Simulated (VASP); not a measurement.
# Si23O47 (a cell with a defect) in VASP: single point with PBEsol

Aim: the single point of Si23O47 (a cell with a defect) with PBEsol.

All numbers are computed with VASP 6.6.1; they aren't measurements. Logs are shortened: lines on timing, memory, paths and dates and some standing lists are left out, and cuts for length are marked.

**1. The cell of the first run**

The cell holds a defect, 70 atoms: a = 9.902 Å, b = 9.902 Å, c = 10.886 Å, α = 90.00°, β = 90.00°, γ = 120.00°.

**2. Single point, PBEsol, collinear spin**

Input file INCAR:

```
  PREC = Accurate
  ENCUT = 520
  EDIFF = 1E-6
  ISMEAR = -1
  SIGMA = 0.05
  LREAL = Auto
  LASPH = T
  NELM = 200
  ALGO = Normal
  ISIF = 2
  LWAVE = F
  LCHARG = F
  ISPIN = 2
  MAGMOM = 0 0.5 0 0 0 0 0 0 0 0 0 0 0 0 0 0 0 0 0 0 0 0 0 0 0 0 0 0 0 0 0 0 0 0 0 0 0 0 0.5 0 0 0 0 0 0 0 0.5 0 0 0 0 0 0 0 0 0 0 0 0 0 0 0 0 0.5 0 0 0 0 0 0
  LORBIT = 11
  GGA = PS
  ISYM = -1
  NBANDS = 232
  GGA_COMPAT = F
```

Input file KPOINTS:

```
explicit points
1
Reciprocal
  0.25000000   0.25000000   0.25000000 1
```

Input file POSCAR:

```
Si23O47
1.0
    9.9016390000      0.0000000000      0.0000000000
   -4.9508190000      8.5750710000      0.0000000000
    0.0000000000      0.0000000000     10.8858800000
Si O
23 47
Direct
    0.2214530000      0.9848950000      0.1551690000
    0.2546540000      0.8957120000      0.6938690000
    0.2597160000      0.4907180000      0.1741930000
    0.2433330000      0.5801510000      0.6905430000
    0.7490490000      0.0009400000      0.1579600000
    0.7510590000      0.0141450000      0.6650720000
    0.7116480000      0.4940270000      0.1694730000
    0.7422190000      0.4930270000      0.6681980000
    0.9984480000      0.2251670000      0.3343850000
    0.0132060000      0.2764930000      0.8326050000
    0.9892280000      0.7261520000      0.3223920000
    0.9948850000      0.7137920000      0.8516190000
    0.4599060000      0.2310670000      0.3317240000
    0.5011680000      0.2189390000      0.8215690000
    0.5162620000      0.7400700000      0.3275340000
    0.5116980000      0.7354720000      0.8306600000
    0.2653640000      0.2581720000      0.9903480000
    0.2653030000      0.7446950000      0.0107010000
    0.2599750000      0.7465460000      0.4664270000
    0.7597490000      0.2650930000      0.0018610000
    0.7447430000      0.2572730000      0.4911170000
    0.7606040000      0.7594640000      0.0011340000
    0.7800560000      0.7692440000      0.5065060000
    0.1919170000      0.1123700000      0.0856990000
    0.2268330000      0.6244570000      0.1229090000
    0.2775130000      0.7513610000      0.7375380000
    0.7172510000      0.1381460000      0.1113020000
    0.6916170000      0.1134430000      0.5862440000
    0.6946860000      0.6372440000      0.1150460000
    0.7222980000      0.6314700000      0.6081740000
    0.3458310000      0.0649730000      0.2669740000
    0.3842460000      0.0595320000      0.7498330000
    0.3928190000      0.5669740000      0.2789520000
    0.3985660000      0.5840430000      0.7448940000
    0.8846960000      0.0632170000      0.2623090000
    0.8912710000      0.1277410000      0.7544600000
    0.8434890000      0.5619270000      0.2761840000
    0.8650410000      0.5583810000      0.7817780000
    0.3530730000      0.2720180000      0.4263720000
    0.4156890000      0.2672710000      0.9246850000
    0.4325820000      0.8137780000      0.4101530000
    0.4212540000      0.7675530000      0.9424640000
    0.8879110000      0.2764580000      0.4069820000
    0.9291740000      0.3115190000      0.9463210000
    0.9354400000      0.7932880000      0.4369540000
    0.9221030000      0.7797660000      0.9506740000
    0.1154340000      0.2077470000      0.4343250000
    0.1404210000      0.2354350000      0.8858300000
    0.1261900000      0.6916950000      0.3632380000
    0.1073960000      0.6692890000      0.9285280000
    0.5927980000      0.2184900000      0.4091110000
    0.6326610000      0.1945640000      0.8913100000
    0.6440150000      0.7211690000      0.4053410000
    0.6340350000      0.6916400000      0.8913260000
    0.0992440000      0.3563430000      0.2334050000
    0.0919740000      0.4282680000      0.7434330000
    0.0552190000      0.8519410000      0.2105400000
    0.0854850000      0.8525040000      0.7499950000
    0.5453420000      0.3650000000      0.2272660000
    0.5771070000      0.3563980000      0.7199740000
    0.5902530000      0.8598870000      0.2138260000
    0.6049390000      0.8893690000      0.7456990000
    0.3158590000      0.4186450000      0.0647450000
    0.2226230000      0.5891880000      0.5436800000
    0.2965500000      0.9126460000      0.0610300000
    0.2593380000      0.8873000000      0.5452230000
    0.7633230000      0.4173850000      0.0605620000
    0.8061160000      0.4208480000      0.5641360000
    0.7975270000      0.9320720000      0.0417330000
    0.8155570000      0.9294200000      0.5737060000
```

Potentials or basis: VASP PAW PBE potentials, release 64 (Si, O).

Run with:

```
$ cat potpaw_PBE.64/Si/POTCAR potpaw_PBE.64/O/POTCAR > POTCAR
$ mpirun -np 1 vasp_std > vasp.out
```

OUTCAR:

```text
PREC = Accurate
   ENCUT = 520
   EDIFF = 1E-6
   ISMEAR = -1
   LREAL = Auto
   LASPH = T
   NELM = 200
   ISIF = 2
   ISPIN = 2
   LORBIT = 11
   GGA = PS
   ISYM = -1

 ion  position               nearest neighbor table
   1  0.221  0.985  0.155-  24 1.62  57 1.62  65 1.63  31 1.63  11 3.05  18 3.06  13 3.07  17 3.09

   2  0.255  0.896  0.694-  32 1.60  66 1.62  26 1.63  58 1.63  12 2.86  19 2.90   4 3.07
   3  0.260  0.491  0.174-  55 1.61  25 1.61  33 1.62  63 1.62  15 3.01  18 3.06  17 3.07   9 3.14

   4  0.243  0.580  0.691-  56 1.61  64 1.62  34 1.63  26 1.64  16 2.77  19 2.90   2 3.07  10 3.13
[... 29 lines left out ...]
  24  0.192  0.112  0.086-   1 1.62  17 1.62
  25  0.227  0.624  0.123-  18 1.61   3 1.61
  26  0.278  0.751  0.738-   2 1.63   4 1.64
  27  0.717  0.138  0.111-   5 1.62  20 1.63
  28  0.692  0.113  0.586-  21 1.62   6 1.62
  29  0.695  0.637  0.115-   7 1.62  22 1.62
  30  0.722  0.631  0.608-   8 1.62  23 1.62
  31  0.346  0.065  0.267-  13 1.62   1 1.63
  32  0.384  0.060  0.750-   2 1.60  14 1.62
  33  0.393  0.567  0.279-   3 1.62  15 1.62
  34  0.399  0.584  0.745-   4 1.63  16 1.64
  35  0.885  0.063  0.262-   5 1.63   9 1.63
  36  0.891  0.128  0.754-  10 1.60   6 1.61
  37  0.843  0.562  0.276-   7 1.62  11 1.62
  38  0.865  0.558  0.782-  12 1.62   8 1.62
  39  0.353  0.272  0.426-  13 1.67
  40  0.416  0.267  0.925-  17 1.61  14 1.62
  41  0.433  0.814  0.410-  19 1.61  15 1.62
  42  0.421  0.768  0.942-  18 1.62  16 1.63
  43  0.888  0.276  0.407-  21 1.62   9 1.62
  44  0.929  0.312  0.946-  20 1.62  10 1.62
  45  0.935  0.793  0.437-  23 1.62  11 1.62
  46  0.922  0.780  0.951-  22 1.61  12 1.61
  47  0.115  0.208  0.434-   9 1.66
  48  0.140  0.235  0.886-  17 1.61  10 1.61
  49  0.126  0.692  0.363-  19 1.61  11 1.62
  50  0.107  0.669  0.929-  12 1.62  18 1.62
  51  0.593  0.218  0.409-  13 1.62  21 1.62
  52  0.633  0.195  0.891-  20 1.63  14 1.63
  53  0.644  0.721  0.405-  15 1.61  23 1.62
[... 15 lines left out ...]
  69  0.798  0.932  0.042-   5 1.62  22 1.62
  70  0.816  0.929  0.574-  23 1.62   6 1.62

IMPORTANT INFORMATION: All symmetrisations will be switched off!
NOSYMM: (Re-)initialisation of all symmetry stuff for point group C_1.

----------------------------------------------------------------------------------------

                                     Primitive cell

  volume of cell :     924.2902

  direct lattice vectors                    reciprocal lattice vectors
     9.901639000  0.000000000  0.000000000     0.100993381  0.058308549  0.000000000
    -4.950819000  8.575071000  0.000000000     0.000000000  0.116617110  0.000000000
     0.000000000  0.000000000 10.885880000     0.000000000  0.000000000  0.091862119

  length of vectors
     9.901639000  9.901638825 10.885880000     0.116617108  0.116617110  0.091862119

  position of ions in fractional coordinates (direct lattice)
     0.221453000  0.984895000  0.155169000
     0.254654000  0.895712000  0.693869000
     0.259716000  0.490718000  0.174193000
     0.243333000  0.580151000  0.690543000
     0.749049000  0.000940000  0.157960000
     0.751059000  0.014145000  0.665072000
[... 62 lines left out ...]
     0.797527000  0.932072000  0.041733000
     0.815557000  0.929420000  0.573706000

  ion indices of the primitive-cell ions
   primitive index   ion index
                 1           1
                 2           2
                 3           3
                 4           4
                 5           5
                 6           6
[... 62 lines left out ...]
                69          69
                70          70

----------------------------------------------------------------------------------------

 KPOINTS: explicit points

Read explicit list of k-points.

 Found      1 k-points:

 Following reciprocal coordinates:
[... 20 lines left out ...]
   EDIFF  = 0.1E-05   stopping-criterion for ELM
   LREAL  =      T    real-space projection
   EDIFFG = 0.1E-04   stopping-criterion for IOM
   NSW    =      0    number of steps for IOM
   IBRION =     -1    ionic relax: 0-MD 1-quasi-New 2-CG
   NFREE  =      0    steps in history (QN), initial steepest desc. (CG)
   ISIF   =      2    stress and relaxation
   ISYM   =     -1    0-nonsym 1-usesym 2-fastsym
   POTIM  = 0.5000    time-step for ionic-motion
   TEBEG  =    0.0;   TEEND  =   0.0 temperature during run
   PSTRESS=    0.0 pullay stress
   NELECT =     374.0000    total number of electrons
   NUPDOWN=      -1.0000    fix difference up-down
   EMIN   =  10.00;   EMAX   =-10.00  energy-range for DOS
   EFERMI =   0.00;   METHOD = LEGACY
   ISMEAR =    -1;   SIGMA  =   0.05  broadening in eV -4-tet -1-fermi 0-gaus
   EFERMI_NEDOS =   21; number of points for ismear=-14 and -15
   IALGO  =     38    algorithm
   IMIX   =      4    mixing-type and parameters
     AMIX     =   0.40;   BMIX     =  1.00
     AMIX_MAG =   1.60;   BMIX_MAG =  1.00
  volume/ion in A,a.u.               =      13.20        89.11
  Fermi-wavevector in a.u.,A,eV,Ry     =   1.210866  2.288204 19.948798  1.466195
  Thomas-Fermi vector in A             =   2.346399
   LORBIT       =     11    0 simple, 1 ext, 2 COOP (PROOUT), +10 PAW based schemes
   GGA     = PS    functional components
   LHFCALC =     F    Hartree Fock is set to
   AEXX    =    0.0000 exact exchange contribution
   IVDW    =     0    specifies the selected vdW correction
   LEPSILON=     F    determine dielectric tensor
   LRPA    =     F    only Hartree local field effects (RPA)
 spin polarized calculation
  energy-cutoff  :      520.00
  volume of cell :      924.29
 maximum number of plane-waves:     24895
 NGX is ok and might be reduce to    80
   NGX = 37   NGY = 37   NGZ = 41

 number of electron     374.0000014 magnetization       0.0676106

 number of electron     374.0000014 magnetization      -0.7830680

 Free energy of the ion-electron system (eV)
  ---------------------------------------------------
  ext. energy  EPLUGINS =         0.00000000
  ---------------------------------------------------
  free energy    TOTEN  =      -566.67436573 eV

  energy without entropy =     -566.60715744  energy(sigma->0) =     -566.64076158

 E-fermi :   1.0673     XC(G=0):  -9.1191

 val. band max:        1.0448227971   @ k =   0.2500   0.2500   0.2500
 cond. band min:       1.0895814269   @ k =   0.2500   0.2500   0.2500
 fundamental gap:      0.0447586297
 Fermi energy:         1.0672771884

 spin component 1

 k-point     1 :       0.2500    0.2500    0.2500
  band No.  band energies     occupation
      1     -18.7606      1.00000
      2     -18.5566      1.00000
      3     -18.4318      1.00000
      4     -18.4091      1.00000
      5     -18.3388      1.00000
      6     -18.2457      1.00000
[... 191 lines left out ...]
    198       9.1981      0.00000
    199       9.2631      0.00000
 Fermi energy:         1.0672771884

 spin component 2

 k-point     1 :       0.2500    0.2500    0.2500
  band No.  band energies     occupation
      1     -18.7610      1.00000
      2     -18.5610      1.00000
      3     -18.4342      1.00000
      4     -18.4139      1.00000
      5     -18.3429      1.00000
      6     -18.2557      1.00000
[... 191 lines left out ...]
    198       9.1918      0.00000
    199       9.2585      0.00000
 [bands above 199 left out]

------------------------ aborting loop because EDIFF is reached ----------------------------------------

  FORCE on cell =-STRESS in cart. coord.  units (eV):
  Direction    XX          YY          ZZ          XY          YZ          ZX
  --------------------------------------------------------------------------------------
  -------------------------------------------------------------------------------------
  Total        5.3584416      3.8263983     13.3212517      1.9588527     -0.4248426      0.3733551
  in kB        9.2883962      6.6327313     23.0912404      3.3955021     -0.7364280      0.6471788
  external PRESSURE =      13.0041226 kB  Pullay stress =       0.0000000 kB

 VOLUME and BASIS-vectors are now :
 -----------------------------------------------------------------------------
  energy-cutoff  :      520.00
  volume of cell :      924.29
      direct lattice vectors                 reciprocal lattice vectors
     9.901639000  0.000000000  0.000000000     0.100993381  0.058308549  0.000000000
    -4.950819000  8.575071000  0.000000000     0.000000000  0.116617110  0.000000000
     0.000000000  0.000000000 10.885880000     0.000000000  0.000000000  0.091862119

 POSITION                                       TOTAL-FORCE (eV/Angst)
 -----------------------------------------------------------------------------------
     -2.68329      8.44554      1.68915         0.018592      0.014783      0.034652
     -1.91302      7.68079      7.55337        -0.013210      0.086242     -0.019880
      0.14216      4.20794      1.89624        -0.000569     -0.013586      0.035161
     -0.46283      4.97484      7.51717        -0.007215     -0.070406     -0.033046
      7.41216      0.00806      1.71953        -0.003923      0.005032      0.018987
      7.36669      0.12129      7.23989         0.052502     -0.034457      0.051717
[... 62 lines left out ...]
      3.28230      7.99258      0.45430         0.002915      0.027651     -0.031770
      3.47396      7.96984      6.24529        -0.028976      0.036132      0.014724
 -----------------------------------------------------------------------------------
    total drift:                                0.000562      0.006433     -0.001617

  FREE ENERGIE OF THE ION-ELECTRON SYSTEM (eV)
  ---------------------------------------------------
  free  energy   TOTEN  =      -566.6743657257 eV

  energy  without entropy=     -566.6071574352  energy(sigma->0) =     -566.64076158

 total charge

# of ion       s       p       d       tot
------------------------------------------
    1        0.646   0.993   0.000   1.640
    2        0.653   1.012   0.000   1.665
    3        0.649   1.009   0.000   1.659
    4        0.655   1.010   0.000   1.666
    5        0.652   1.007   0.000   1.658
    6        0.642   1.002   0.000   1.644
[... 62 lines left out ...]
   69        1.550   3.673   0.000   5.222
   70        1.544   3.677   0.000   5.221
--------------------------------------------------
tot         87.684 194.989   0.000 282.673

 magnetization (x)

# of ion       s       p       d       tot
------------------------------------------
    1        0.000   0.000   0.000   0.000
    2        0.000   0.000   0.000   0.000
    3       -0.000   0.000   0.000   0.000
    4        0.000   0.000   0.000   0.000
    5        0.000   0.000   0.000   0.000
    6       -0.000  -0.000   0.000  -0.000
[... 62 lines left out ...]
   69        0.000   0.000   0.000   0.000
   70        0.000   0.002   0.000   0.002
--------------------------------------------------
tot         -0.014  -0.622   0.000  -0.637
```

Wall time 39 min (1 thread of AMD EPYC 9R45 (Zen 5), shared host); peak memory 1.5 GiB.

Results:

| Quantity | Value |
| --- | --- |
| Free energy | -566.6744 eV |
| Pressure | 1.3 GPa |
| Largest force | 0.564 eV/Å |
| Net moment | -0.78 μB per cell |
| Site moments | Si +0.00, -0.00, -0.01, +0.01 (each value once); O -0.00, +0.00, -0.02, -0.47, -0.01, -0.10, +0.01 (each value once) μB |
| Valence electrons inside the program's atomic spheres | Si 1.64, 1.67, 1.66, 1.65, 1.63 (each value once); O 5.22, 5.24, 5.25, 5.21, 5.19, 4.84, 4.86, 5.23, 5.20 (each value once) |

Forces on the atoms (eV/Å):
```
Si   0.019  0.015  0.035
Si  -0.013  0.086 -0.020
Si  -0.001 -0.014  0.035
Si  -0.007 -0.070 -0.033
Si  -0.004  0.005  0.019
Si   0.053 -0.034  0.052
Si  -0.043 -0.023 -0.004
Si  -0.055  0.055  0.053
Si   0.556  0.084  0.038
Si   0.028  0.008 -0.006
Si   0.003  0.044  0.014
Si   0.005 -0.003  0.024
Si  -0.388 -0.220 -0.140
Si  -0.034 -0.042  0.000
Si   0.022 -0.057 -0.003
Si  -0.009 -0.018  0.013
Si   0.004  0.003  0.007
Si   0.009  0.030  0.013
Si  -0.013 -0.003 -0.029
Si   0.002  0.022  0.013
Si   0.016  0.044  0.193
Si   0.013  0.010  0.018
Si   0.037  0.018 -0.048
O   -0.023  0.016 -0.007
O   -0.018  0.009  0.004
O    0.020  0.004  0.038
O   -0.027  0.017  0.013
O   -0.032  0.044 -0.068
O   -0.021  0.014  0.013
O    0.002 -0.008  0.017
O    0.009 -0.026 -0.077
O    0.008  0.012  0.009
O   -0.002 -0.001 -0.007
O    0.057 -0.048 -0.005
O   -0.068 -0.043 -0.051
O   -0.021 -0.009 -0.018
O    0.005 -0.041  0.019
O    0.001 -0.030 -0.009
O   -0.431  0.113  0.238
O    0.021  0.006 -0.002
O    0.019  0.051  0.014
O    0.017  0.006 -0.005
O   -0.011 -0.035  0.034
O    0.009  0.006  0.011
O    0.008 -0.021  0.016
O    0.014  0.010  0.011
O    0.352 -0.020  0.019
O    0.003 -0.005 -0.012
O    0.008 -0.019 -0.022
O    0.002 -0.023 -0.013
O   -0.079  0.056  0.021
O    0.015 -0.011 -0.014
O    0.018  0.010  0.008
O    0.020 -0.021 -0.017
O   -0.043 -0.005 -0.092
O   -0.019 -0.009  0.005
O   -0.024 -0.024 -0.020
O   -0.052  0.012 -0.009
O    0.063  0.001 -0.028
O    0.000  0.005 -0.033
O   -0.020  0.002 -0.020
O   -0.007  0.014 -0.016
O    0.014  0.014 -0.010
O   -0.003 -0.021 -0.022
O    0.019 -0.003 -0.039
O   -0.010  0.022 -0.018
O    0.007  0.007 -0.019
O    0.026 -0.035 -0.064
O    0.003  0.028 -0.032
O   -0.029  0.036  0.015
```

Levels at points of the mesh, in eV from the Fermi level:
Spin up:
| k point | band 183 | band 184 | band 185 | band 186 | band 187 | band 188 | band 189 | band 190 | band 191 | band 192 |
| --- | --- | --- | --- | --- | --- | --- | --- | --- | --- | --- |
| (0.25, 0.25, 0.25) | -0.63 | -0.58 | -0.53 | -0.39 | -0.02 | 0.68 | 5.98 | 6.55 | 6.73 | 6.90 |
Spin down:
```tsv
k point	band 185	band 186	band 187	band 188	band 189	band 190
(0.25, 0.25, 0.25)	-0.59	-0.54	-0.42	0.02	5.98	6.54
```

Caveat: the PAW data sets were made with another functional, which shifts forces and pressure a little.
